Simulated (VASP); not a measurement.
Crystal: Li.

```
CELL_PARAMETERS angstrom
0.00000 2.21072 2.21072
2.21072 0.00000 2.21072
2.21072 2.21072 0.00000
ATOMIC_POSITIONS crystal
Li 0.00000 0.00000 0.00000
```

This isn't the form of Li at room conditions, which is bcc.

* Program: VASP 6.6.1
* Task: relaxation of cell and atoms
* Functional: PBE
* Potentials or basis: VASP PAW PBE potentials, release 64 (Li_sv)
* Cutoff: 600 eV
* k mesh: 12 × 12 × 12
* Occupations: fermi-dirac, width 0.1 eV
* Spin: no spin polarisation

At the start: pressure -0.9 GPa; volume 21.61 Å³/atom.

How do energy, volume and symmetry change on relaxing?

Over 4 steps the energy falls by 4.9 meV/atom and the volume is 19.98 Å³/atom (-7.5 %); space group Fm-3m (No. 225, to 0.1 Å) before and after.

The path:
| step | energy change (eV) | largest force (eV/Å) | pressure (GPa) | volume (Å³) |
| --- | --- | --- | --- | --- |
| 1 | 0.0000 | 0.0000 | -0.92 | 21.61 |
| 2 | -0.0020 | 0.0000 | -0.73 | 21.22 |
| 3 | -0.0048 | 0.0000 | -0.11 | 20.16 |
| 4 | -0.0049 | 0.0000 | 0.01 | 19.98 |

Final structure:
```cif
data_structure
_symmetry_space_group_name_H-M 'P 1'
_symmetry_Int_Tables_number 1
_cell_length_a 3.0460
_cell_length_b 3.0460
_cell_length_c 3.0460
_cell_angle_alpha 60.000
_cell_angle_beta 60.000
_cell_angle_gamma 60.000
_cell_volume 19.98
loop_
_atom_site_label
_atom_site_type_symbol
_atom_site_fract_x
_atom_site_fract_y
_atom_site_fract_z
_atom_site_occupancy
Li1 Li 0.00000 0.00000 0.00000 1
```

Caveat: the cutoff is under 1.25 times the usual one of these potentials, so pressure, stress and relaxed cells hold a basis-set (Pulay) error.
